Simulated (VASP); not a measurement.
Set up this calculation in VASP 6.6.1, as the native input.

- Task: single point
- Functional: PBE
- Potentials or basis: VASP PAW PBE potentials, release 64 (Ni)
- Cutoff: 600 eV
- k mesh: 8 × 8 × 8
- Occupations: fermi-dirac, width 0.1 eV
- Spin: no spin polarisation
- Dipole correction: no
- Further INCAR settings: ALGO = Normal; EDIFF = 1e-06; NBANDS = 11

The structure of Ni lies in POSCAR:

```
Ni
1.0
   -1.3978406665      1.3978406665      1.3978406665
    1.3978406665     -1.3978406665      1.3978406665
    1.3978406665      1.3978406665     -1.3978406665
Ni
1
Direct
    0.0000000000      0.0000000000      0.0000000000
```

One way to write it, as run:

INCAR

```
PREC = Accurate
ENCUT = 600
EDIFF = 1E-6
ISMEAR = -1
SIGMA = 0.1
LREAL = False
LASPH = True
NELM = 120
ALGO = Normal
ISIF = 2
LWAVE = False
LCHARG = True
GGA = PE
LELF = True
LVHAR = True
NBANDS = 11
GGA_COMPAT = False
```

KPOINTS

```
regular mesh
0
Gamma
  8 8 8
```

Potentials or basis: VASP PAW PBE potentials, release 64 (Ni).

Run with:

```console
$ cat potpaw_PBE.64/Ni/POTCAR > POTCAR
$ mpirun -np 1 vasp_std > vasp.out
```

Results of the run:

- Pressure: 0.4 GPa
- Band gap on the k mesh: zero (band 5 reaches 9.50 eV, above the bottom of band 6 at 8.58 eV)

Caveat: the k points lie up to 0.40 Å⁻¹ apart; the run has no spin polarisation, though such a crystal can be magnetic.

It took 11 s on 1 thread of Intel Xeon 8259CL, with other jobs on the host, peak memory 0.12 GiB.
